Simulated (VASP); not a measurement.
Set up this calculation in VASP 6.6.1, as the native input.

- Task: single point
- Functional: PBEsol
- Potentials or basis: VASP PAW PBE potentials, release 64 (Ni, I)
- Cutoff: 520 eV
- k mesh: 6 × 6 × 6
- Occupations: gaussian, width 0.05 eV
- Spin: collinear spin
- Starting moments: [0.06, 0.0, 0.0, 0.0] μB
- Dipole correction: no
- Further INCAR settings: ALGO = Normal; EDIFF = 1e-06; NBANDS = 28

The structure of NiI3 lies in POSCAR:

```
NiI3
1.0
    5.2625132650      0.0000000000      0.0000000000
    0.0000000000      5.2625132650      0.0000000000
    0.0000000000      0.0000000000      5.2625132650
Ni I
1 3
Direct
    0.0000000000      0.0000000000      0.0000000000
    0.5000000000      0.0000000000      0.0000000000
    0.0000000000      0.0000000000      0.5000000000
    0.0000000000      0.5000000000      0.0000000000
```

The input as run:

INCAR

```
SYSTEM = NiI3
  PREC = Accurate
  ENCUT = 520
  EDIFF = 1E-6
  ISMEAR = 0
  SIGMA = 0.05
  LREAL = .FALSE.
  LASPH = .TRUE.
  NELM = 150
  ALGO = Normal
  ISIF = 2
  LWAVE = .FALSE.
  LCHARG = .TRUE.
  ISPIN = 2
  MAGMOM = 0.06 0 0 0
  LORBIT = 11
  LMAXMIX = 4
  GGA = PS
  LELF = .TRUE.
  LVHAR = .TRUE.
  NBANDS = 28
```

KPOINTS

```
Automatic mesh
0
G
  6 6 6
  0 0 0
```

Potentials or basis: VASP PAW PBE potentials, release 64 (Ni, I).

Launch:

```sh
$ cat potpaw_PBE.64/Ni/POTCAR potpaw_PBE.64/I/POTCAR > POTCAR
$ mpirun -np 1 vasp_std > vasp.out
```

Results of the run:

* Pressure: -0.7 GPa
* Net moment: 0.01 μB per cell
* Valence electrons inside the program's atomic spheres: Ni 9.14; I 4.23

Caveat: the PAW data sets were made with another functional, which shifts forces and pressure a little.

Run time: 2.6 min on 1 thread of Intel(R) Xeon(R) Platinum 8488C (Sapphire Rapids), with other jobs on the host, peak memory 0.35 GiB.
